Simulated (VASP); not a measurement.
The system is Ga2Te2O.

```
Ga Te O
1.0
     4.13005    0.00000    0.00000
    -2.06503    3.57673    0.00000
     0.00000    0.00000    9.55046
Ga Te O
2 2 1
Direct
  0.33333 0.66667 0.50000
  0.66667 0.33333 0.50000
  0.00000 0.00000 0.29881
  0.00000 0.00000 0.70119
  0.00000 0.00000 0.00000
```

The cell was generated, and may not be a known phase.

- Program: VASP 6.6.1
- Task: relaxation of cell and atoms
- Functional: PBE
- Potentials or basis: VASP PAW PBE potentials, release 64 (Ga_d, Te, O)
- Cutoff: 600 eV
- k mesh: 6 × 6 × 2
- Occupations: gaussian, width 0.1 eV
- Spin: no spin polarisation

At the start: pressure 2.0 GPa; volume 28.22 Å³/atom.

Task: Where does the relaxation end?

Result: Over 21 steps the energy falls by 872.9 meV/atom and the volume is 29.61 Å³/atom (+5.0 %); space group P6/mmm (No. 191, to 0.1 Å) before and after.

The path:
| step | energy change (eV) | largest force (eV/Å) | pressure (GPa) | volume (Å³) |
| --- | --- | --- | --- | --- |
| 1 | 0.0000 | 2.6812 | 2.00 | 141.08 |
| 2 | -1.6015 | 2.4446 | -2.33 | 147.76 |
| 3 | -2.3873 | 8.3058 | 6.74 | 160.21 |
| 4 | -2.6473 | 2.0419 | -3.78 | 152.46 |
| 5 | -4.0162 | 0.4734 | -3.26 | 157.19 |
| 6 | -4.0738 | 1.0807 | -1.46 | 158.48 |
| 7 | -4.0945 | 0.2465 | -2.45 | 157.91 |
| 8 | -4.0978 | 0.5119 | -2.12 | 158.11 |
| 9 | -3.9724 | 2.7328 | 2.98 | 146.40 |
| 10 | -4.1374 | 1.1062 | -0.69 | 154.15 |
| 11 | -4.2542 | 0.4164 | -0.06 | 146.46 |
| 12 | -4.2541 | 0.0019 | 1.34 | 138.63 |
| 13 | -4.2699 | 0.2139 | 0.60 | 142.58 |
| 14 | -4.3362 | 0.1977 | 1.08 | 142.04 |
| 15 | -4.3414 | 0.0614 | 1.26 | 141.88 |
| 16 | -4.3548 | 0.4144 | -0.49 | 148.47 |
| 17 | -4.3593 | 0.2631 | 0.05 | 146.22 |
| 18 | -4.3616 | 0.1177 | 0.10 | 148.34 |
| 19 | -4.3640 | 0.0423 | 0.08 | 147.47 |
| 20 | -4.3640 | 0.0469 | 0.10 | 147.45 |
| 21 | -4.3643 | 0.0209 | -0.09 | 148.07 |

Final structure:
```yaml
crystal:
  lattice:
    - [4.87144, 0.00000, 0.00000]
    - [-2.43572, 4.21879, 0.00000]
    - [0.00000, 0.00000, 7.20459]
  atoms:
    - { symbol: Ga, position: [0.33333, 0.66667, 0.50000] }
    - { symbol: Ga, position: [0.66667, 0.33333, 0.50000] }
    - { symbol: Te, position: [0.00000, 0.00000, 0.28221] }
    - { symbol: Te, position: [0.00000, 0.00000, 0.71779] }
    - { symbol: O, position: [0.00000, 0.00000, 0.00000] }
```

Caveat: a cell axis changed by over 15 % at a fixed basis, so the end point is rough.
